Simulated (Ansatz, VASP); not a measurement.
# One calculation of Al12HO, two programs

INCAR

```
SYSTEM = Al12HO
PREC = Accurate
ENCUT = 520
EDIFF = 1E-7
ISMEAR = 0
SIGMA = 0.1
LREAL = .FALSE.
LASPH = .TRUE.
NELM = 150
ALGO = Normal
ISIF = 2
LWAVE = .FALSE.
LCHARG = .TRUE.
ISPIN = 2
MAGMOM = 0 0 0 0 0 0 0 0 0 0 0 0 1 0
LORBIT = 11
LDIPOL = .TRUE.
IDIPOL = 3
DIPOL = 0.5 0.5 0.289
GGA = PE
LELF = .TRUE.
LVHAR = .TRUE.
LVACPOTAV = .TRUE.
NBANDS = 38
```

KPOINTS

```
Automatic mesh
0
G
  5 5 1
  0 0 0
```

Contents of POSCAR:

```
Al12HO
1.0
    5.7143028096      0.0000000000      0.0000000000
    0.0000000000      5.7143028096      0.0000000000
    0.0000000000      0.0000000000     22.1750227687
Al O H
12 1 1
Direct
    0.2500000000      0.2500000000      0.1803831293
    0.2500000000      0.7500000000      0.1803831293
    0.7500000000      0.2500000000      0.1803831293
    0.7500000000      0.7500000000      0.1803831293
    0.0000000000      0.0000000000      0.2744094920
    0.0000000000      0.5000000000      0.2744094920
    0.5000000000      0.0000000000      0.2744094920
    0.5000000000      0.5000000000      0.2744094920
    0.2500000000      0.2500000000      0.3686590473
    0.2500000000      0.7500000000      0.3686590473
    0.7500000000      0.2500000000      0.3686590473
    0.7500000000      0.7500000000      0.3686590473
    0.5000000000      0.5000000000      0.3560322283
    0.5320271270      0.5320271270      0.3995914091
```

Input for Ansatz:

```yaml
crystal:
  lattice:
    - [5.7143028096, 0.0, 0.0]
    - [0.0, 5.7143028096, 0.0]
    - [0.0, 0.0, 22.1750227687]
  atoms:
    - { symbol: Al, position: [0.25, 0.25, 0.1803831293] }
    - { symbol: Al, position: [0.25, 0.75, 0.1803831293] }
    - { symbol: Al, position: [0.75, 0.25, 0.1803831293] }
    - { symbol: Al, position: [0.75, 0.75, 0.1803831293] }
    - { symbol: Al, position: [0.0, 0.0, 0.274409492] }
    - { symbol: Al, position: [0.0, 0.5, 0.274409492] }
    - { symbol: Al, position: [0.5, 0.0, 0.274409492] }
    - { symbol: Al, position: [0.5, 0.5, 0.274409492] }
    - { symbol: Al, position: [0.25, 0.25, 0.3686590473] }
    - { symbol: Al, position: [0.25, 0.75, 0.3686590473] }
    - { symbol: Al, position: [0.75, 0.25, 0.3686590473] }
    - { symbol: Al, position: [0.75, 0.75, 0.3686590473] }
    - { symbol: O, position: [0.5, 0.5, 0.3560322283], spin: 1.0 }
    - { symbol: H, position: [0.532027127, 0.532027127, 0.3995914091] }
basis:
  ecutwfc: 420
kpoints:
  mp_grid: { grid: [5, 5, 1] }
hamiltonian:
  xc: pbe
scf:
  occupations: { method: gaussian, width: 0.1 }
output:
  forces: true
  eigenvalues: true
  populations: true
magnetization:
  spin_polarized: true
efield:
  axis: 3
  dipole_correction: true
  ramp_width: 0.04
```

Alike in both runs: task single point; functional PBE; k mesh 5 × 5 × 1; occupations gaussian, width 0.1 eV; collinear spin.

|  | VASP | Ansatz |
| --- | --- | --- |
| version | VASP 6.6.1 | Ansatz 0.2.0 |
| potentials or method | VASP PAW PBE potentials, release 64 (Al, O, H), cutoff 520 eV | scalar-relativistic, plane waves, PAW |
| valence electrons in the cell | 43 | 43 |

```tsv
	VASP	Ansatz	Ansatz less VASP
gap on the k mesh at the Fermi level (eV)	none	none	-
rms of the force components (eV/Å)	1.016	1.014	-0.0014
net moment per atom (μB)	0.00	0.00	0.000
work function, face that differs most (eV)	4.36	4.36	-0.002
```

Atom by atom the forces differ by 0.025 eV/Å (rms over components). A gap of «none» marks a metal or a gap that the smearing closes. Ansatz's warnings: seeded moment not kept.
